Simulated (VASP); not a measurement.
Runs of VASP 6.6.1 on KF. The structure is that of space group R-3m (No. 166), or close to it. The cells are those of the table. 

```csv
cell,gap on the mesh (eV),pressure (GPa)
"a = 3.674 Å, angles 62.8°, 2 atoms",6.23,2.2
"a = 3.835 Å, angles 56.5°, 2 atoms",6.32,(a)
"a = 3.857 Å, angles 56.5°, 2 atoms",6.22,2.2
"a = 3.677 Å, angles 63.6°, 2 atoms",6.12,1.5
"a = 3.879 Å, angles 56.5°, 2 atoms",6.13,1.5
"a = 3.834 Å, angles 57.2°, 2 atoms",(b),2.2
```

Alike in all rows: task single point; level PBE; potentials or basis VASP PAW PBE potentials, release 64 (K_sv, F); no spin polarisation; k mesh 8 × 8 × 8; cutoff (eV) 520; smearing gaussian 0.05 eV.

Q: Fill in the values left out.

A: (a) 2.9; (b) 6.24.

A k mesh can miss the band edges.
